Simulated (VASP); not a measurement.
Wanted: the native input for a VASP 6.6.1 run.

```yaml
Task: single point
Functional: LDA
Potentials_or_basis: VASP PAW LDA potentials, release 64 (Li_sv, Mg)
Cutoff: 520 eV
k_mesh: 16 × 16 × 3
Occupations: fermi-dirac, width 0.1 eV
Spin: no spin polarisation
Dipole_correction: no
Further_INCAR_settings: ALGO = Normal; EDIFF = 1e-06; NBANDS = 18
```

The structure of Li5Mg lies in POSCAR:

```
Li5Mg
1.0
    3.0004796559      0.0000000000      0.0000000000
   -1.5002398279      2.5984916055      0.0000000000
    0.0000000000      0.0000000000     15.0140581055
Li Mg
5 1
Direct
    0.6666666667      0.3333333333      0.1679863974
    0.0000000000      0.0000000000      0.3335889569
    0.6666666667      0.3333333333      0.5000000000
    0.0000000000      0.0000000000      0.6664110431
    0.6666666667      0.3333333333      0.8320136026
    0.0000000000      0.0000000000      0.0000000000
```

One way to write it, as run:

INCAR

```
SYSTEM = Li5Mg
PREC     = Accurate       ! precision mode
ENCUT    = 520            ! plane-wave cutoff, eV
EDIFF    = 1E-6           ! SCF threshold, eV
ISMEAR   = -1             ! smearing method
SIGMA    = 0.1            ! smearing width, eV
LREAL    = .False.        ! projectors in reciprocal space
LASPH    = .True.         ! aspherical terms in the spheres
NELM     = 100            ! most SCF steps
ALGO     = Normal         ! electronic algorithm
ISIF     = 2              ! what is computed and relaxed
LWAVE    = .False.        ! write WAVECAR
LCHARG   = .False.        ! write CHGCAR
NBANDS   = 18             ! bands
```

KPOINTS

```
Automatic mesh
0
Gamma
  16 16 3
  0 0 0
```

Potentials or basis: VASP PAW LDA potentials, release 64 (Li_sv, Mg).

Command:

```sh
$ cat potpaw_LDA.64/Li_sv/POTCAR potpaw_LDA.64/Mg/POTCAR > POTCAR
$ mpirun -np 1 vasp_std > vasp.out
```

Results of the run:

```
Largest force : 0.009 eV/Å
```

It took 69 s on 1 thread of Intel(R) Xeon(R) Platinum 8375C CPU @ 2.90GHz (Ice Lake) (shared host), peak memory 0.26 GiB.
